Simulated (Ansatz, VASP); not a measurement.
**Re: VASP beside Ansatz**

The input INCAR:

```
ALGO = Normal
EDIFF = 1E-6
ENCUT = 600
GGA = PE
GGA_COMPAT = F
ISIF = 2
ISMEAR = -1
LASPH = T
LCHARG = F
LREAL = F
LWAVE = F
NBANDS = 14
NELM = 120
PREC = Accurate
SIGMA = 0.05
```

KPOINTS

```
k-points
0
Gamma
  11 11 6
```

File POSCAR:

```
Re
1.0
    2.7608000000      0.0000000000      0.0000000000
   -1.3804000000      2.3909229348      0.0000000000
    0.0000000000      0.0000000000      4.4136180000
Re
2
Direct
    0.6666666667      0.3333333333      0.7500000000
    0.3333333333      0.6666666667      0.2500000000
```

The input input.yaml:

```yaml
crystal:
  lattice:
    - [2.7608, 0.0, 0.0]
    - [-1.3804, 2.3909229348, 0.0]
    - [0.0, 0.0, 4.413618]
  atoms:
    - { symbol: Re, position: [0.6666666667, 0.3333333333, 0.75] }
    - { symbol: Re, position: [0.3333333333, 0.6666666667, 0.25] }
kpoints:
  mp_grid: { grid: [11, 11, 6] }
scf:
  occupations: { method: fermi_dirac, width: 0.05 }
hamiltonian:
  xc: pbe
  pseudopotentials: { kind: all_electron, lapw: { basis_error: 0.001 } }
output:
  forces: true
  stress: true
  eigenvalues: true
```

Change from the starting cell: strain = -0.01.

Alike in both runs: task single point; functional PBE; k mesh 11 × 11 × 6; occupations fermi-dirac, width 0.05 eV; no spin polarisation.

```csv
,VASP,Ansatz
version,VASP 6.6.1,Ansatz 0.2.0
potentials or method,"VASP PAW PBE potentials, release 64 (Re), cutoff 600 eV","all-electron LAPW, scalar-relativistic"
```

VASP gave:

* gap on the k mesh at the Fermi level (eV): none
* pressure (GPa): 9.8
* traceless stress, the component that is largest in VASP (GPa): 3.46

Which values does Ansatz return?

gap on the k mesh at the Fermi level (eV): none; pressure (GPa): 10.1; traceless stress, the component that is largest in VASP (GPa): 3.64.

A gap of «none» marks a metal or a gap that the smearing closes. Ansatz ran all-electron here, and VASP with PAW potentials.

Neither program's run includes spin-orbit coupling.
